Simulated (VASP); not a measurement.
Wanted: the native input for a VASP 6.6.1 run.

```
Task                   : single point
Functional             : PBE
Potentials or basis    : VASP PAW PBE potentials, release 64 (Ca_sv, Br)
Cutoff                 : 500 eV
k mesh                 : 5 × 2 × 3
Occupations            : gaussian, width 0.1 eV
Spin                   : no spin polarisation
Dipole correction      : no
Further INCAR settings : ALGO = Normal; EDIFF = 1e-06; NBANDS = 16; ISYM = 0
```

The structure of CaBr lies in POSCAR:

```
CaBr
1.0
    3.9170223818      0.0000000000      0.0000000000
   -1.9585111909      3.3922408898      0.0000000000
    0.0000000000      0.0000000000      4.3410340000
Ca Br
1 1
Direct
    0.0000000000      0.0000000000      0.0000000000
    0.3333333333      0.6666666667      0.5000000000
```

These files were run (other wordings do the same):

INCAR

```
ALGO = Normal
EDIFF = 1E-6
ENCUT = 500
GGA = PE
GGA_COMPAT = F
ISIF = 2
ISMEAR = 0
ISYM = 0
LASPH = T
LCHARG = F
LREAL = F
LWAVE = F
NBANDS = 16
NELM = 120
PREC = Accurate
SIGMA = 0.1
```

KPOINTS

```
k-points
0
Gamma
  5 2 3
```

Potentials or basis: VASP PAW PBE potentials, release 64 (Ca_sv, Br).

The run is started by

```console
$ cat potpaw_PBE.64/Ca_sv/POTCAR potpaw_PBE.64/Br/POTCAR > POTCAR
$ mpirun -np 1 vasp_std > vasp.out
```

It gave:

The pressure is -0.4 GPa and the largest force is 0.071 eV/Å. The band gap on the k mesh is zero (an odd number of electrons rules out a gap without spin polarisation).

Caveat: the k points lie up to 0.81 Å⁻¹ apart, too coarse for converged energies and pressures of a metal; an odd number of electrons without spin polarisation forces a metal; a magnetic or distorted state may lie lower.

Run time: 5.9 s on 1 thread of AMD EPYC 9R45 96-Core Processor (Zen 5), on a shared host, peak memory 0.14 GiB.
